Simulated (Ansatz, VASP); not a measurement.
TiO2: VASP beside Ansatz

File INCAR:

```
  PREC = Accurate
  ENCUT = 520
  EDIFF = 1E-7
  ISMEAR = 0
  SIGMA = 0.01
  LREAL = False
  LASPH = True
  NELM = 100
  ALGO = Normal
  ISIF = 2
  LWAVE = False
  LCHARG = True
  GGA = PS
  LELF = True
  LVHAR = True
  NBANDS = 60
```

The input KPOINTS:

```
Automatic mesh
0
Gamma
  3 3 2
```

The input POSCAR:

```
TiO2
1.0
    3.1357620000     -5.7698360000      0.0000000000
    3.1357620000      5.7698360000      0.0000000000
    0.0000000000      0.0000000000     10.4635350000
Ti O
4 8
Direct
    0.7542030000      0.2457970000      0.9995420000
    0.2537170000      0.2537170000      0.9426760000
    0.2457970000      0.7542030000      0.9995420000
    0.7462830000      0.7462830000      0.9426760000
    0.6094940000      0.8810860000      0.0382370000
    0.0000000000      0.0000000000      0.8605440000
    0.7563080000      0.2436920000      0.8439630000
    0.3905060000      0.1189140000      0.0382370000
    0.2436920000      0.7563080000      0.8439630000
    0.8810860000      0.6094940000      0.0382370000
    0.1189140000      0.3905060000      0.0382370000
    0.5000000000      0.5000000000      0.8526480000
```

Input for Ansatz:

```yaml
crystal:
  lattice:
    - [3.135762, -5.769836, 0.0]
    - [3.135762, 5.769836, 0.0]
    - [0.0, 0.0, 10.463535]
  atoms:
    - { symbol: Ti, position: [0.754203, 0.245797, 0.999542] }
    - { symbol: Ti, position: [0.253717, 0.253717, 0.942676] }
    - { symbol: Ti, position: [0.245797, 0.754203, 0.999542] }
    - { symbol: Ti, position: [0.746283, 0.746283, 0.942676] }
    - { symbol: O, position: [0.609494, 0.881086, 0.038237] }
    - { symbol: O, position: [0.0, 0.0, 0.860544] }
    - { symbol: O, position: [0.756308, 0.243692, 0.843963] }
    - { symbol: O, position: [0.390506, 0.118914, 0.038237] }
    - { symbol: O, position: [0.243692, 0.756308, 0.843963] }
    - { symbol: O, position: [0.881086, 0.609494, 0.038237] }
    - { symbol: O, position: [0.118914, 0.390506, 0.038237] }
    - { symbol: O, position: [0.5, 0.5, 0.852648] }
kpoints:
  mp_grid:
    grid: [3, 3, 2]
hamiltonian:
  xc: pbesol
scf:
  occupations:
    method: fixed
output:
  forces: true
  stress: true
```

Alike in both runs: task single point; functional PBEsol; k mesh 3 × 3 × 2; no spin polarisation.

|  | VASP | Ansatz |
| --- | --- | --- |
| version | VASP 6.6.1 | Ansatz 0.2.0 |
| potentials or method | VASP PAW PBE potentials, release 64 (Ti_sv, O) | plane waves, PAW |
| plane-wave cutoff (eV) | 520 | 420 |
| occupations | gaussian, width 0.01 eV | fixed |
| valence electrons in the cell | 96 | 96 |

```csv
,VASP,Ansatz,Ansatz less VASP
rms of the force components (eV/Å),0.213,0.343,+0.1304
```

VASP's potentials were made for PBE, not for PBEsol. Atom by atom the forces differ by 0.140 eV/Å (rms over components). One of these differences is far larger than is usual between the two programs; its cause wasn't traced.
